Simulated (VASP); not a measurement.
Sc: single point with LDA+U

The system is Sc.

```xyz
1
Lattice="-1.9424 1.9424 1.7402 1.9424 -1.9424 1.7402 1.9424 1.9424 -1.7402" Properties=species:S:1:pos:R:3 pbc="T T T"
Sc    0.0000    0.0000    0.0000
```

This cell differs from its parent crystal: volume scaled by 1.04.

```
Program                : VASP 6.6.1
Task                   : single point
Functional             : LDA
Potentials or basis    : VASP PAW LDA potentials, release 64 (Sc_sv)
Cutoff                 : 520 eV
k mesh                 : 10 × 10 × 10
Occupations            : fermi-dirac, width 0.025 eV
Spin                   : collinear spin, ferromagnetic start
Starting moments       : [1.04] μB
Hubbard terms          : Sc d U = 3.0 eV
Dipole correction      : no
Further INCAR settings : ALGO = Normal; EDIFF = 1e-06; NBANDS = 16
```

The pressure is -2.5 GPa, the net moment is 0.07 μB per cell and the site moments are Sc +0.04 μB. The valence electrons inside the program's atomic spheres are Sc 9.21.

Stress tensor (GPa, compression positive):
```
-3.46  0.00  0.00
 0.00 -3.46  0.00
 0.00  0.00 -0.62
```

Levels at points of the mesh, in eV from the Fermi level:
Spin up:
| k point | band 3 | band 4 | band 5 | band 6 | band 7 | band 8 |
| --- | --- | --- | --- | --- | --- | --- |
| (0.00, 0.00, 0.00) | -28.89 | -28.85 | -5.51 | 1.19 | 1.87 | 1.87 |
| (0.50, 0.00, 0.00) | -29.00 | -28.89 | -1.71 | 0.17 | 0.25 | 2.79 |
| (0.50, 0.50, 0.00) | -28.93 | -28.88 | -1.94 | -0.36 | 1.04 | 2.27 |
| (0.50, 0.50, 0.50) | -29.13 | -29.02 | -1.14 | -0.95 | 3.85 | 3.85 |
Spin down:
| k point | band 3 | band 4 | band 5 | band 6 | band 7 | band 8 |
| --- | --- | --- | --- | --- | --- | --- |
| (0.00, 0.00, 0.00) | -28.86 | -28.82 | -5.47 | 1.25 | 1.92 | 1.92 |
| (0.50, 0.00, 0.00) | -28.97 | -28.86 | -1.67 | 0.22 | 0.30 | 2.83 |
| (0.50, 0.50, 0.00) | -28.90 | -28.85 | -1.88 | -0.31 | 1.09 | 2.33 |
| (0.50, 0.50, 0.50) | -29.10 | -28.99 | -1.09 | -0.89 | 3.90 | 3.90 |

Eigenvalues of the final occupation matrices:
| site | spin | trace | eigenvalues |
| --- | --- | --- | --- |
| site 1 d | 1 | 0.41 | 0.06 0.06 0.06 0.10 0.12 |
| site 1 d | 2 | 0.38 | 0.05 0.06 0.06 0.10 0.12 |

Wall time 32 s on 1 thread of Intel(R) Xeon(R) Platinum 8375C CPU @ 2.90GHz (Ice Lake) (shared host), peak memory 0.18 GiB.

Caveat: the U is typed as a test and isn't derived for this compound. The state reached can hang on the start; a lower one may exist.
